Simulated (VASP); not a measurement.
## HgH3: relaxation of cell and atoms with PBE

HgH3:

```
CELL_PARAMETERS angstrom
3.72041 0.00000 0.00000
-1.86021 3.22197 0.00000
0.00000 0.00000 4.47357
ATOMIC_POSITIONS crystal
Hg 0.00000 0.00000 0.00000
H 0.81476 0.18524 0.50000
H 0.81476 0.62951 0.50000
H 0.37049 0.18524 0.50000
```

The cell was generated, and may not be a known phase.

```
Program                : VASP 6.6.1
Task                   : relaxation of cell and atoms
Functional             : PBE
Potentials or basis    : VASP PAW PBE potentials, release 64 (Hg, H)
Cutoff                 : 600 eV
k mesh                 : 6 × 6 × 4
Occupations            : gaussian, width 0.1 eV
Spin                   : no spin polarisation
Dipole correction      : no
Further INCAR settings : ALGO = Normal; EDIFF = 1e-06; IBRION = 2; EDIFFG = -0.04; NSW = 90; ISIF = 3
```

The relaxed volume is 10.01 Å³/atom and the relaxed cell is a = 3.149 Å, b = 3.149 Å, c = 4.662 Å, α = 90.00°, β = 90.00°, γ = 120.00°. The space group after relaxing (to 0.1 Å) is P-6m2 (No. 187), the energy gained by relaxing is 346.7 meV/atom and the ionic steps are 11. The pressure after relaxing is -0.1 GPa, the largest force after relaxing is 0.029 eV/Å and the band gap on the k mesh is zero (an odd number of electrons rules out a gap without spin polarisation).

Forces in eV/Å, atoms in the order of the input:
```
Hg   0.000  0.000  0.000
H    0.025 -0.015  0.000
H    0.000  0.029  0.000
H   -0.025 -0.015  0.000
```

Stress tensor (GPa, compression positive):
```
-0.33  0.00  0.00
 0.00 -0.33  0.00
 0.00  0.00  0.40
```

Step by step:
```
step  energy change (eV)  largest force (eV/Å)  pressure (GPa)  volume (Å³)
   1              0.0000                0.9341           -8.30        53.63
   2             -0.4472                1.0422           -7.60        48.40
   3             -1.2449                0.3043            6.08        34.61
   4             -1.2457                0.5921            2.26        36.21
   5             -1.2521                0.4560            4.09        35.38
   6             -1.3307                0.1382            4.63        36.22
   7             -1.3318                0.2551            4.82        36.34
   8             -1.3824                0.0443            0.83        39.04
   9             -1.3856                0.0326           -0.39        40.15
  10             -1.3857                0.0227           -0.17        40.00
  11             -1.3869                0.0291           -0.09        40.05
```

Final structure:
```xyz
4
Lattice="3.1493 0.0000 0.0000 -1.5747 2.7274 0.0000 0.0000 0.0000 4.6623" Properties=species:S:1:pos:R:3 pbc="T T T"
Hg    0.0000    0.0000    0.0000
H     2.0995    0.6061    2.3312
H     1.5747    1.5151    2.3312
H     1.0498    0.6061    2.3312
```

Levels at points of the mesh, in eV from the Fermi level:
```tsv
k point	band 3	band 4	band 5	band 6	band 7	band 8	band 9	band 10	band 11
(0.00, 0.00, 0.00)	-6.91	-6.91	-6.20	-6.20	-4.40	0.16	5.71	5.71	9.76
(0.50, 0.00, 0.00)	-7.16	-6.64	-6.39	-5.68	-2.84	0.51	2.79	3.74	4.88
(0.00, 0.00, 0.50)	-6.90	-6.90	-6.23	-6.23	-6.22	3.73	5.92	5.92	11.34
(0.50, 0.00, 0.50)	-6.77	-6.44	-6.34	-5.68	-2.18	-0.91	-0.35	4.44	8.14
```

Wall time 56 s on 1 thread of Intel(R) Xeon(R) 6975P-C (Granite Rapids), on a shared host, peak memory 0.19 GiB.

Caveat: the volume moved by over 15 % at a fixed basis, so the end points are rough; spin-orbit coupling is left out, which moves the levels of the heavy elements.
